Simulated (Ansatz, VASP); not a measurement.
## LiNbO3: VASP beside Ansatz

File INCAR:

```
SYSTEM = LiNbO3
ALGO = Normal
EDIFF = 1E-6
ENCUT = 520
GGA = PE
ISIF = 2
ISMEAR = 0
LASPH = .True.
LCHARG = .False.
LREAL = .False.
LWAVE = .False.
NBANDS = 45
NELM = 100
PREC = Accurate
SIGMA = 0.02
```

KPOINTS

```
k-points
0
Gamma
  6 6 6
  0 0 0
```

POSCAR

```
LiNbO3
1.0
    2.6111696024      1.5075594729      4.5977849580
   -2.6111696024      1.5075594729      4.5977849580
    0.0000000000     -3.0151189457      4.5977849580
Li Nb O
2 2 6
Direct
    0.2500000000      0.2500000000      0.2500000000
    0.7500000000      0.7500000000      0.7500000000
    0.0000000000      0.0000000000      0.0000000000
    0.5000000000      0.5000000000      0.5000000000
    0.1303003399      0.3696996601      0.7500000000
    0.7500000000      0.1303003399      0.3696996601
    0.3696996601      0.7500000000      0.1303003399
    0.2500000000      0.8696996601      0.6303003399
    0.8696996601      0.6303003399      0.2500000000
    0.6303003399      0.2500000000      0.8696996601
```

Input for Ansatz:

```yaml
crystal:
  lattice:
    - [2.6111696024, 1.5075594729, 4.597784958]
    - [-2.6111696024, 1.5075594729, 4.597784958]
    - [0.0, -3.0151189457, 4.597784958]
  atoms:
    - { symbol: Li, position: [0.25, 0.25, 0.25] }
    - { symbol: Li, position: [0.75, 0.75, 0.75] }
    - { symbol: Nb, position: [0.0, 0.0, 0.0] }
    - { symbol: Nb, position: [0.5, 0.5, 0.5] }
    - { symbol: O, position: [0.1303003399, 0.3696996601, 0.75] }
    - { symbol: O, position: [0.75, 0.1303003399, 0.3696996601] }
    - { symbol: O, position: [0.3696996601, 0.75, 0.1303003399] }
    - { symbol: O, position: [0.25, 0.8696996601, 0.6303003399] }
    - { symbol: O, position: [0.8696996601, 0.6303003399, 0.25] }
    - { symbol: O, position: [0.6303003399, 0.25, 0.8696996601] }
basis:
  ecutwfc: 420
kpoints:
  mp_grid: { grid: [6, 6, 6] }
  band_path: { path: [VBM, CBM], npoints: 2 }
hamiltonian:
  xc: pbe
scf:
  occupations: { method: gaussian, width: 0.02 }
output:
  forces: false
  stress: false
  eigenvalues: true
checkpoint:
  read: start.run
  write: ck
  compress: false
  write_wavefunctions: false
  write_every: 100000
```

Alike in both runs: task single point; functional PBE; k mesh 6 × 6 × 6; occupations gaussian, width 0.02 eV; no spin polarisation.

```csv
,VASP,Ansatz
version,VASP 6.6.1,Ansatz 0.2.0
potentials or method,"VASP PAW PBE potentials, release 64 (Li_sv, Nb_sv, O), cutoff 520 eV","scalar-relativistic, plane waves, PAW"
valence electrons in the cell,68,68
```

|  | VASP | Ansatz | Ansatz less VASP |
| --- | --- | --- | --- |
| gap on the k mesh at the Fermi level (eV) | 2.49 | 2.51 | +0.016 |
| least direct gap on the mesh (eV) | 2.61 | 2.63 | +0.012 |

Noted on VASP's run: the cutoff is short for stress, so the pressure is rough.
